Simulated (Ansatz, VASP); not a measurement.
## ZnS in VASP and in Ansatz

The input POSCAR:

```
ZnS
1.0
    0.0000000000      2.4882780000      2.7046500000
    2.4882780000      0.0000000000      2.7046500000
    2.4882780000      2.4882780000      0.0000000000
Zn S
1 1
Direct
    0.0000000000      0.0000000000      0.0000000000
    0.7500000000      0.7500000000      0.7500000000
```

Contents of INCAR.step1:

```
SYSTEM = ZnS
ALGO = Normal
EDIFF = 1E-4
ENCUT = 520
GGA = PE
ISMEAR = 0
LASPH = .TRUE.
LCHARG = .FALSE.
LREAL = .FALSE.
LWAVE = .TRUE.
NBANDS = 16
NELM = 80
PREC = Accurate
SIGMA = 0.05
```

INCAR.step2

```
SYSTEM = ZnS
ALGO = Normal
EDIFF = 1E-6
ENCUT = 520
ISIF = 2
ISMEAR = 0
ISTART = 1
LASPH = .TRUE.
LCHARG = .TRUE.
LELF = .TRUE.
LMIXTAU = .TRUE.
LREAL = .FALSE.
LVHAR = .TRUE.
LWAVE = .FALSE.
METAGGA = R2SCAN
NBANDS = 16
NELM = 80
PREC = Accurate
SIGMA = 0.05
```

The input KPOINTS:

```
k-points
0
G
  8 8 8
  0 0 0
```

Input for Ansatz:

```yaml
crystal:
  lattice:
    - [0.0, 2.488278, 2.70465]
    - [2.488278, 0.0, 2.70465]
    - [2.488278, 2.488278, 0.0]
  atoms:
    - { symbol: Zn, position: [0.0, 0.0, 0.0] }
    - { symbol: S, position: [0.75, 0.75, 0.75] }
basis:
  ecutwfc: 500
kpoints:
  mp_grid: { grid: [8, 8, 8] }
hamiltonian:
  xc: r2scan
scf:
  occupations: { method: gaussian, width: 0.05 }
output:
  forces: true
  stress: true
  eigenvalues: true
```

Change from the starting cell: strain -0.080 along x and y, +0.000 along z, atoms carried along.

Alike in both runs: task single point; functional r2SCAN; k mesh 8 × 8 × 8; occupations gaussian, width 0.05 eV; no spin polarisation.

|  | VASP | Ansatz |
| --- | --- | --- |
| version | VASP 6.6.1 | Ansatz 0.2.0 |
| potentials or method | VASP PAW PBE potentials, release 64 (Zn, S), cutoff 520 eV | scalar-relativistic, plane waves, PAW |
| valence electrons in the cell | 18 | 18 |

Ansatz gave:

* gap on the k mesh at the Fermi level (eV): 3.01
* least direct gap on the mesh (eV): 3.30
* pressure (GPa): 16.9
* traceless stress, the component that is largest in VASP (GPa): -2.42

Problem. Which values does VASP return?

Solution. gap on the k mesh at the Fermi level (eV): 3.02; least direct gap on the mesh (eV): 3.33; pressure (GPa): 17.0; traceless stress, the component that is largest in VASP (GPa): -2.41.

VASP's potentials were made for PBE, not for r2SCAN. With one functional, cell and mesh, what is left measures potentials, basis and numerics.
